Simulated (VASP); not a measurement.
MgF2, 6 atoms in the cell. Symmetry: P4_2/mnm, No. 136, tetragonal system. Conventional cell: a = 4.622 Å, b = 4.622 Å, c = 3.046 Å, α = 90.00°, β = 90.00°, γ = 90.00°. Mg (site symmetry mmm) has 6 F at 1.98 to 1.99 Å within 2.6 Å. Within 2.6 Å of F (site symmetry m2m) lie 3 Mg at 1.98 to 1.99 Å and 1 F at 2.58 Å. 

```yaml
Program: VASP 6.6.1
Task: single point
Functional: HSE06
Potentials_or_basis: VASP PAW PBE potentials, release 64 (Mg, F)
Cutoff: 520 eV
k_mesh: 4 × 4 × 6
Occupations: gaussian, width 0.01 eV
Spin: no spin polarisation
Dipole_correction: no
Grid_for_exact_exchange_PRECFOCK: Normal
Further_INCAR_settings: ALGO = Normal; EDIFF = 1e-06; NBANDS = 25
Screening_parameter: 0.2079 1/Å
```

Potentials or basis: VASP PAW PBE potentials, release 64 (Mg, F).

Command:

```console
$ cat potpaw_PBE.64/Mg/POTCAR potpaw_PBE.64/F/POTCAR > POTCAR
$ cp INCAR.step1 INCAR
$ mpirun -np 4 vasp_std > vasp.out
$ cp INCAR.step2 INCAR
$ mpirun -np 4 vasp_std > vasp.out
```

Hardware: 4 MPI ranks on Intel(R) Xeon(R) Platinum 8259CL CPU @ 2.50GHz (Skylake/Cascade Lake), on a shared host.

Problem. Estimate the wall time of this run.

Solution. It took 28 min on 4 MPI ranks on Intel(R) Xeon(R) Platinum 8259CL CPU @ 2.50GHz (Skylake/Cascade Lake), with other jobs on the host, peak memory 0.31 GiB a rank. Counts: k points 24.
